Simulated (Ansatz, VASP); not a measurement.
HO: VASP beside Ansatz

```xyz
4
Lattice="14.0000 0.0000 0.0000 0.0000 14.5000 0.0000 0.0000 0.0000 15.0000" Properties=species:S:1:pos:R:3 pbc="T T T"
O     6.3533    7.5255    7.8669
O     7.6224    7.5365    7.1384
H     5.8225    6.9586    7.2754
H     8.1775    7.0231    7.7559
```

Alike in both runs: functional PBE; dispersion D3(BJ); k mesh 1 × 1 × 1; occupations gaussian, width 0.005 eV; no spin polarisation.

Ansatz relaxed the structure, and its values are those at the end. VASP's run is a single point on that final structure, the one shown.

|  | VASP | Ansatz |
| --- | --- | --- |
| version | VASP 6.6.1 | Ansatz 0.2.0 |
| potentials or method | VASP PAW PBE potentials, release 64 (O, H), cutoff 520 eV | scalar-relativistic, plane waves, PAW |
| valence electrons in the cell | 14 | 14 |

|  | VASP | Ansatz | Ansatz less VASP |
| --- | --- | --- | --- |
| gap on the k mesh at the Fermi level (eV) | 4.92 | 4.96 | +0.038 |
| rms of the force components (eV/Å) | 0.089 | 0.002 | -0.0877 |
